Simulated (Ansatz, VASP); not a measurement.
Cr: VASP beside Ansatz

INCAR

```
SYSTEM = Cr
ALGO = Normal
EDIFF = 1E-6
EDIFFG = -0.005
ENCUT = 600
GGA = PE
IBRION = 2
ISIF = 3
ISMEAR = 0
LASPH = .True.
LCHARG = .False.
LREAL = .False.
LWAVE = .False.
NELM = 60
NSW = 100
PREC = Accurate
SIGMA = 0.1
```

File KPOINTS:

```
k-points
0
Gamma
  20 20 20
  0 0 0
```

Contents of POSCAR:

```
Cr
1.0
    0.0000000000      1.8000000000      1.8000000000
    1.8000000000      0.0000000000      1.8000000000
    1.8000000000      1.8000000000      0.0000000000
Cr
1
Direct
    0.0000000000      0.0000000000      0.0000000000
```

Input for Ansatz:

```yaml
crystal:
  lattice:
    - [0.0, 1.8, 1.8]
    - [1.8, 0.0, 1.8]
    - [1.8, 1.8, 0.0]
  atoms:
    - { symbol: Cr, position: [0.0, 0.0, 0.0] }
basis:
  ecutwfc: 420
kpoints:
  mp_grid: { grid: [20, 20, 20] }
hamiltonian:
  xc: pbe
scf:
  occupations: { method: gaussian, width: 0.1 }
output:
  forces: true
  stress: true
  eigenvalues: true
relax:
  adjacent_minimum: "off"
  f_tol: 0.005
  max_steps: 80
  cell: { stress_tol: 0.05 }
```

Alike in both runs: task relaxation of cell and atoms; functional PBE; k mesh 20 × 20 × 20; occupations gaussian, width 0.1 eV; no spin polarisation.

|  | VASP | Ansatz |
| --- | --- | --- |
| version | VASP 6.6.1 | Ansatz 0.2.0 |
| potentials or method | VASP PAW PBE potentials, release 64 (Cr_pv), cutoff 600 eV | scalar-relativistic, plane waves, PAW |
| valence electrons in the cell | 12 | 14 |

```tsv
	VASP	Ansatz	Ansatz less VASP
gap on the k mesh at the Fermi level, each at its own relaxed structure (eV)	none	none	-
relaxed volume (Å³/atom)	11.86	11.88	+0.021
relaxed cell length with the largest relative difference (Å)	2.559	2.561	+0.0015
```

A gap of «none» marks a metal or a gap that the smearing closes. VASP's potentials hold 12 valence electrons a cell and Ansatz's 14, so a difference there can come from the potentials and not from the codes.
